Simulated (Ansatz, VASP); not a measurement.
**Zn3CdTe4 in VASP and in Ansatz**

```
Zn Cd Te
1.0
     4.44089    0.00000    0.00000
     0.00000    4.44089    0.00000
     0.00000    0.00000   12.61477
Zn Cd Te
3 1 4
Direct
  0.00000 0.00000 0.75958
  0.50000 0.50000 0.00000
  0.00000 0.00000 0.24042
  0.50000 0.50000 0.50000
  0.50000 0.00000 0.87982
  0.00000 0.50000 0.12018
  0.50000 0.00000 0.35990
  0.00000 0.50000 0.64009
```

Alike in both runs: functional PBE; k mesh 6 × 6 × 2; occupations gaussian, width 0.02 eV; no spin polarisation.

Ansatz relaxed the structure, and its values are those at the end. VASP's run is a single point on that final structure, the one shown.

|  | VASP | Ansatz |
| --- | --- | --- |
| version | VASP 6.6.1 | Ansatz 0.2.0 |
| potentials or method | VASP PAW PBE potentials, release 64 (Zn, Cd, Te), cutoff 520 eV | scalar-relativistic, plane waves, PAW |
| valence electrons in the cell | 72 | 120 |

```tsv
	VASP	Ansatz	Ansatz less VASP
gap on the k mesh at the Fermi level (eV)	0.88	0.88	+0.001
least direct gap on the mesh (eV)	0.88	0.88	+0.001
pressure (GPa)	0.1	0.0	-0.09
```

With one functional, cell and mesh, what is left measures potentials, basis and numerics. VASP's potentials hold 72 valence electrons a cell and Ansatz's 120, so a difference there can come from the potentials and not from the codes.

Neither program's run includes spin-orbit coupling.
